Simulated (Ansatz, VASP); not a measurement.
## Ir: VASP beside Ansatz

INCAR

```
SYSTEM = Ir
ALGO = Normal ; EDIFF = 1E-6
ENCUT = 500 ; GGA = CA
GGA_COMPAT = .False. ; ISIF = 2
ISMEAR = 0 ; LASPH = .True.
LCHARG = .False. ; LREAL = .False.
LWAVE = .False. ; NBANDS = 16
NELM = 120 ; PREC = Accurate
SIGMA = 0.1
```

The input KPOINTS:

```
k-points
0
Gamma
  9 9 4
  0 0 0
```

The input POSCAR:

```
Ir
1.0
    2.7513778946      0.0000000000      0.0000000000
   -1.3756889473      2.3827631521      0.0000000000
    0.0000000000      0.0000000000      4.4622900000
Ir
2
Direct
    0.6666666700      0.3333333300      0.7500000000
    0.3333333300      0.6666666700      0.2500000000
```

Input for Ansatz:

```yaml
crystal:
  lattice:
    - [2.7513778946, 0.0, 0.0]
    - [-1.3756889473, 2.3827631521, 0.0]
    - [0.0, 0.0, 4.46229]
  atoms:
    - { symbol: Ir, position: [0.66666667, 0.33333333, 0.75] }
    - { symbol: Ir, position: [0.33333333, 0.66666667, 0.25] }
basis:
  ecutwfc: 420
kpoints:
  mp_grid: { grid: [9, 9, 4] }
hamiltonian:
  xc: lda
scf:
  occupations: { method: gaussian, width: 0.1 }
output:
  forces: true
  stress: true
  eigenvalues: true
```

Alike in both runs: task single point; functional LDA; k mesh 9 × 9 × 4; occupations gaussian, width 0.1 eV; no spin polarisation.

|  | VASP | Ansatz |
| --- | --- | --- |
| version | VASP 6.6.1 | Ansatz 0.2.0 |
| potentials or method | VASP PAW LDA potentials, release 64 (Ir), cutoff 500 eV | scalar-relativistic, plane waves, PAW |
| valence electrons in the cell | 18 | 34 |

Ansatz gave:

```
gap on the k mesh at the Fermi level (eV)                     : none
pressure (GPa)                                                : -18.5
traceless stress, the component that is largest in VASP (GPa) : -0.19
```

Question: Which values does VASP return?

Answer: gap on the k mesh at the Fermi level (eV): none; pressure (GPa): -16.5; traceless stress, the component that is largest in VASP (GPa): -0.17.

LDA's correlation is that of Perdew and Zunger in VASP and of Perdew and Wang (1992) in Ansatz. A gap of «none» marks a metal or a gap that the smearing closes. VASP's potentials hold 18 valence electrons a cell and Ansatz's 34, so a difference there can come from the potentials and not from the codes.

Spin-orbit coupling is off throughout.
